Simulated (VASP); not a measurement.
# EuO (Fm-3m) in VASP: single point with PBE

Aim: the single point of EuO with PBE.

Everything below comes from runs of VASP 6.6.1. Logs are shortened: lines on timing, memory, paths and dates and some standing lists are left out, and cuts for length are marked.

## 1. The cell of the first run

Symmetry: Fm-3m, No. 225, cubic system. Conventional cell: a = 5.061 Å, b = 5.061 Å, c = 5.061 Å, α = 90.00°, β = 90.00°, γ = 90.00°. Within 3.3 Å of Eu (site symmetry m-3m) lie 6 O at 2.53 Å. O (site symmetry m-3m) has 6 Eu at 2.53 Å within 3.3 Å.

## 2. Single point, PBE, collinear spin, ferromagnetic start

Input file INCAR:

```
ALGO = Normal
EDIFF = 1E-6
ENCUT = 520
GGA = PE
ISIF = 2
ISMEAR = 0
ISPIN = 2
LASPH = True
LCHARG = True
LELF = True
LMAXMIX = 6
LORBIT = 11
LREAL = False
LVHAR = True
LWAVE = False
MAGMOM = 7.28 0
NBANDS = 22
NELM = 150
PREC = Accurate
SIGMA = 0.1
```

Input file KPOINTS:

```
k-points
0
Gamma
  14 14 14
```

Input file POSCAR:

```
EuO
1.0
    0.0000000000      2.5306219148      2.5306219148
    2.5306219148      0.0000000000      2.5306219148
    2.5306219148      2.5306219148      0.0000000000
Eu O
1 1
Direct
    0.5000000000      0.5000000000      0.5000000000
    0.0000000000      0.0000000000      0.0000000000
```

Potentials or basis: VASP PAW PBE potentials, release 64 (Eu, O).

Started as:

```console
cat potpaw_PBE.64/Eu/POTCAR potpaw_PBE.64/O/POTCAR > POTCAR
mpirun -np 1 vasp_std > vasp.out
```

OUTCAR:

```text
EDIFF = 1E-6
   ENCUT = 520
   GGA = PE
   ISIF = 2
   ISMEAR = 0
   ISPIN = 2
   LASPH = True
   LORBIT = 11
   LREAL = False
   NELM = 150
   PREC = Accurate

 ion  position               nearest neighbor table
   1  0.500  0.500  0.500-   2 2.53   2 2.53   2 2.53   2 2.53   2 2.53   2 2.53
   2  0.000  0.000  0.000-   1 2.53   1 2.53   1 2.53   1 2.53   1 2.53   1 2.53

  LATTYP: Found a face centered cubic cell.
 ALAT       =     5.0612438296

  Lattice vectors:

 A1 = (   0.0000000000,   2.5306219148,   2.5306219148)
 A2 = (   2.5306219148,   0.0000000000,   2.5306219148)
 A3 = (   2.5306219148,   2.5306219148,   0.0000000000)

Analysis of symmetry for initial positions (statically):
=====================================================================
 Subroutine PRICEL returns:
 Original cell was already a primitive cell.

 Routine SETGRP: Setting up the symmetry group for a
 face centered cubic supercell.

 Subroutine GETGRP returns: Found 48 space group operations
 (whereof 48 operations were pure point group operations)
 out of a pool of 48 trial point group operations.

The static configuration has the point symmetry O_h .

Analysis of symmetry for dynamics (positions and initial velocities):
=====================================================================
 Subroutine PRICEL returns:
 Original cell was already a primitive cell.

 Routine SETGRP: Setting up the symmetry group for a
 face centered cubic supercell.

 Subroutine GETGRP returns: Found 48 space group operations
 (whereof 48 operations were pure point group operations)
 out of a pool of 48 trial point group operations.

The dynamic configuration has the point symmetry O_h .

Analysis of structural, dynamic, and magnetic symmetry:
=====================================================================
 Subroutine PRICEL returns:
 Original cell was already a primitive cell.

 Routine SETGRP: Setting up the symmetry group for a
 face centered cubic supercell.

 Subroutine GETGRP returns: Found 48 space group operations
 (whereof 48 operations were pure point group operations)
 out of a pool of 48 trial point group operations.

The overall configuration has the point symmetry O_h .

 Subroutine INISYM returns: Found 48 space group operations
 (whereof 48 operations are pure point group operations),
 and found     1 'primitive' translations

----------------------------------------------------------------------------------------

                                     Primitive cell

  volume of cell :      32.4124

  direct lattice vectors                    reciprocal lattice vectors
     0.000000000  2.530621915  2.530621915    -0.197579890  0.197579890  0.197579890
     2.530621915  0.000000000  2.530621915     0.197579890 -0.197579890  0.197579890
     2.530621915  2.530621915  0.000000000     0.197579890  0.197579890 -0.197579890

  length of vectors
     3.578839833  3.578839833  3.578839833     0.342218408  0.342218408  0.342218408

  position of ions in fractional coordinates (direct lattice)
     0.500000000  0.500000000  0.500000000
     0.000000000  0.000000000  0.000000000

  ion indices of the primitive-cell ions
   primitive index   ion index
                 1           1
                 2           2

----------------------------------------------------------------------------------------

 KPOINTS: k-points

Automatic generation of k-mesh.
 Grid dimensions read from file:
 generate k-points for:   14   14   14

 Generating k-lattice:

  Cartesian coordinates                     Fractional coordinates (reciprocal lattice)
    -0.014112849  0.014112849  0.014112849     0.071428571  0.000000000  0.000000000
     0.014112849 -0.014112849  0.014112849     0.000000000  0.071428571  0.000000000
     0.014112849  0.014112849 -0.014112849     0.000000000  0.000000000  0.071428571

  Length of vectors
     0.024444172  0.024444172  0.024444172

  Shift w.r.t. Gamma in fractional coordinates (k-lattice)
     0.000000000  0.000000000  0.000000000

 Subroutine IBZKPT returns following result:
 ===========================================

 Found    104 irreducible k-points:

 Following reciprocal coordinates:
            Coordinates               Weight
  0.000000  0.000000  0.000000      1.000000
  0.071429  0.000000  0.000000      8.000000
  0.142857  0.000000  0.000000      8.000000
  0.214286  0.000000  0.000000      8.000000
  0.285714  0.000000  0.000000      8.000000
  0.357143  0.000000  0.000000      8.000000
[... 16 lines left out ...]
  0.214286  0.142857  0.000000     24.000000
  0.285714  0.142857  0.000000     24.000000
 [... further k-points ...]
   k-points           NKPTS =    104   k-points in BZ     NKDIM =    104   number of bands    NBANDS=     22
   number of dos      NEDOS =    301   number of ions     NIONS =      2
   total plane-waves  NPLWV =  21952
   dimension x,y,z NGX =    28 NGY =   28 NGZ =   28
   dimension x,y,z NGXF=    56 NGYF=   56 NGZF=   56
   ions per type =               1   1
   NGX,Y,Z   is equivalent  to a cutoff of  13.01, 13.01, 13.01 a.u.
   NGXF,Y,Z  is equivalent  to a cutoff of  26.01, 26.01, 26.01 a.u.
 SYSTEM =  unknown system
   PREC   = accura    normal or accurate (medium, high low for compatibility)
   ISTART =      0    job   : 0-new  1-cont  2-samecut
   ICHARG =      2    charge: 1-file 2-atom 10-const
   ISPIN  =      2    spin polarized calculation?
   LNONCOLLINEAR =      F non collinear calculations
   LSORBIT =      F    spin-orbit coupling
   LASPH  =      T    aspherical Exc in radial PAW
   ENCUT  =  520.0 eV  38.22 Ry    6.18 a.u.   6.65  6.65  6.65*2*pi/ulx,y,z
   NELM   =    150;   NELMIN=  2; NELMDL= -5     # of ELM steps
   EDIFF  = 0.1E-05   stopping-criterion for ELM
   LREAL  =      F    real-space projection
   EDIFFG = 0.1E-04   stopping-criterion for IOM
   NSW    =      0    number of steps for IOM
   IBRION =     -1    ionic relax: 0-MD 1-quasi-New 2-CG
   NFREE  =      0    steps in history (QN), initial steepest desc. (CG)
   ISIF   =      2    stress and relaxation
   ISYM   =      2    0-nonsym 1-usesym 2-fastsym
   POTIM  = 0.5000    time-step for ionic-motion
   TEBEG  =    0.0;   TEEND  =   0.0 temperature during run
   PSTRESS=    0.0 pullay stress
   NELECT =      23.0000    total number of electrons
   NUPDOWN=      -1.0000    fix difference up-down
   EMIN   =  10.00;   EMAX   =-10.00  energy-range for DOS
   EFERMI =   0.00;   METHOD = LEGACY
   ISMEAR =     0;   SIGMA  =   0.10  broadening in eV -4-tet -1-fermi 0-gaus
   EFERMI_NEDOS =   21; number of points for ismear=-14 and -15
   IALGO  =     38    algorithm
   IMIX   =      4    mixing-type and parameters
     AMIX     =   0.40;   BMIX     =  1.00
     AMIX_MAG =   1.60;   BMIX_MAG =  1.00
  volume/ion in A,a.u.               =      16.21       109.36
  Fermi-wavevector in a.u.,A,eV,Ry     =   1.460204  2.759385 29.010281  2.132196
  Thomas-Fermi vector in A             =   2.576681
   LORBIT       =     11    0 simple, 1 ext, 2 COOP (PROOUT), +10 PAW based schemes
   GGA     = PE    functional components
   LHFCALC =     F    Hartree Fock is set to
   AEXX    =    0.0000 exact exchange contribution
   IVDW    =     0    specifies the selected vdW correction
   LEPSILON=     F    determine dielectric tensor
   LRPA    =     F    only Hartree local field effects (RPA)
 spin polarized calculation
 Gauss-broadening in eV      SIGMA  =   0.10
  energy-cutoff  :      520.00
  volume of cell :       32.41
 maximum number of plane-waves:       893
   NGX = 13   NGY = 13   NGZ = 13

 number of electron      22.9999995 magnetization       6.9410971

 Free energy of the ion-electron system (eV)
  ---------------------------------------------------
  ext. energy  EPLUGINS =         0.00000000
  ---------------------------------------------------
  free energy    TOTEN  =       -22.04195777 eV

  energy without entropy =      -22.03539127  energy(sigma->0) =      -22.03867452

 E-fermi :   5.0194     XC(G=0): -11.1322

 val. band max:        5.0066804469   @ k =  -0.0714   0.0714   0.0000
 cond. band min:       5.0245400774   @ k =   0.4286   0.3571   0.0000
 fundamental gap:      0.0178596306
 Fermi energy:         5.0194195423

 spin component 1

 k-point     1 :       0.0000    0.0000    0.0000
  band No.  band energies     occupation
      1     -36.5016      1.00000
      2     -14.8386      1.00000
      3     -14.8386      1.00000
      4     -14.8386      1.00000
      5     -13.9057      1.00000
      6       1.0009      1.00000
[... 14 lines left out ...]
     21       8.9631      0.00000
     22      14.2456      0.00000
[... 552 lines left out ...]
  band No.  band energies     occupation
      1     -36.4341      1.00000
      2     -16.0468      1.00000
      3     -14.9810      1.00000
      4     -14.9616      1.00000
      5     -12.8612      1.00000
      6      -0.4090      1.00000
[... 14 lines left out ...]
     21      11.3859      0.00000
     22      17.7568      0.00000

 [... further k-points ...]

 spin component 2

 k-point     1 :       0.0000    0.0000    0.0000
  band No.  band energies     occupation
      1     -33.4693      1.00000
      2     -13.9751      1.00000
      3     -12.5477      1.00000
      4     -12.5477      1.00000
      5     -12.5477      1.00000
      6       1.0911      1.00000
[... 14 lines left out ...]
     21      10.0883      0.00000
     22      16.2040      0.00000
[... 552 lines left out ...]
  band No.  band energies     occupation
      1     -33.3827      1.00000
      2     -14.9450      1.00000
      3     -12.7184      1.00000
      4     -12.6938      1.00000
      5     -11.8260      1.00000
      6      -0.2262      1.00000
[... 14 lines left out ...]
     21      12.4513      0.00000
     22      19.4251      0.00000

 [... further k-points ...]

------------------------ aborting loop because EDIFF is reached ----------------------------------------

  FORCE on cell =-STRESS in cart. coord.  units (eV):
  Direction    XX          YY          ZZ          XY          YZ          ZX
  --------------------------------------------------------------------------------------
  -------------------------------------------------------------------------------------
  Total       -0.0365458     -0.0365458     -0.0365458     -0.0000000     -0.0000000      0.0000000
  in kB       -1.8064935     -1.8064935     -1.8064935     -0.0000000     -0.0000000      0.0000000
  external PRESSURE =      -1.8064935 kB  Pullay stress =       0.0000000 kB

 VOLUME and BASIS-vectors are now :
 -----------------------------------------------------------------------------
  energy-cutoff  :      520.00
  volume of cell :       32.41
      direct lattice vectors                 reciprocal lattice vectors
     0.000000000  2.530621915  2.530621915    -0.197579890  0.197579890  0.197579890
     2.530621915  0.000000000  2.530621915     0.197579890 -0.197579890  0.197579890
     2.530621915  2.530621915  0.000000000     0.197579890  0.197579890 -0.197579890

 POSITION                                       TOTAL-FORCE (eV/Angst)
 -----------------------------------------------------------------------------------
      2.53062      2.53062      2.53062        -0.000000     -0.000000     -0.000000
      0.00000      0.00000      0.00000         0.000000      0.000000      0.000000
 -----------------------------------------------------------------------------------
    total drift:                                0.000000      0.000000      0.000000

  FREE ENERGIE OF THE ION-ELECTRON SYSTEM (eV)
  ---------------------------------------------------
  free  energy   TOTEN  =       -22.0419577682 eV

  energy  without entropy=      -22.0353912742  energy(sigma->0) =      -22.03867452

 total charge

# of ion       s       p       d       f       tot
--------------------------------------------------
    1        2.033   5.769   0.429   6.598  14.828
    2        1.556   3.409   0.000   0.000   4.965
--------------------------------------------------
tot          3.588   9.178   0.429   6.598  19.793

 magnetization (x)

# of ion       s       p       d       f       tot
--------------------------------------------------
    1       -0.012  -0.105   0.148   6.540   6.570
    2       -0.004  -0.092   0.000   0.000  -0.096
--------------------------------------------------
tot         -0.017  -0.197   0.148   6.540   6.474
```

It took 91 s on 1 thread of Intel Xeon 6975P-C (Granite Rapids), shared host; peak memory 0.27 GiB.

Results:

| Item | Value |
| --- | --- |
| Free energy | -22.0420 eV |
| Pressure | -0.2 GPa |
| Net moment | 6.94 μB per cell |
| Site moments | Eu +6.57; O -0.10 μB |
| Valence electrons inside the program's atomic spheres | Eu 14.83; O 4.96 |

Caveat: spin-orbit coupling is left out, which moves the levels of the heavy elements; a cell with one magnetic atom can't hold antiferromagnetic order, which such compounds often take; semilocal functionals describe open f shells poorly, which spoils levels, moments and volumes. The state reached can hang on the start; a lower one may exist.
